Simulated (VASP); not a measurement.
A run of VASP 6.6.1 is set up as follows.

INCAR

```
SYSTEM = TeMo2
ALGO = Fast ; EDIFF = 1E-6
EDIFFG = -0.01 ; ENCUT = 600
GGA = PE ; IBRION = 2
ISIF = 3 ; ISMEAR = 0
LASPH = .TRUE. ; LCHARG = .FALSE.
LREAL = .FALSE. ; LWAVE = .FALSE.
NELM = 100 ; NSW = 100
PREC = Accurate ; SIGMA = 0.1
```

KPOINTS

```
k-points
0
G
  14 14 14
  0 0 0
```

Contents of POSCAR:

```
TeMo2
1.0
    0.0000000000      3.1249896995      3.1249896995
    3.1249896995      0.0000000000      3.1249896995
    3.1249896995      3.1249896995      0.0000000000
Te Mo
1 2
Direct
    0.0000000000      0.0000000000      0.0000000000
    0.2500000000      0.2500000000      0.2500000000
    0.7500000000      0.7500000000      0.7500000000
```

Potentials or basis: VASP PAW PBE potentials, release 64 (Te, Mo_sv).

Run with:

```bash
$ cat potpaw_PBE.64/Te/POTCAR potpaw_PBE.64/Mo_sv/POTCAR > POTCAR
$ mpirun -np 1 vasp_std > vasp.out
```

Question: What does it give for the relaxed volume?

Answer: 20.21 Å³/atom.

Question: What does it give for the band gap on the k mesh?

Answer: Zero (bands 17 and 18 overlap by 1.71 eV).

Question: Estimate the relaxed cell.

Answer: a = 4.409 Å, b = 4.409 Å, c = 4.409 Å, α = 60.00°, β = 60.00°, γ = 60.00°.

Final structure:
```
CELL_PARAMETERS angstrom
0.00000 3.11786 3.11786
3.11786 0.00000 3.11786
3.11786 3.11786 0.00000
ATOMIC_POSITIONS crystal
Te 0.00000 0.00000 0.00000
Mo 0.25000 0.25000 0.25000
Mo 0.75000 0.75000 0.75000
```

Caveat: spin-orbit coupling is left out, which moves the levels of the heavy elements.
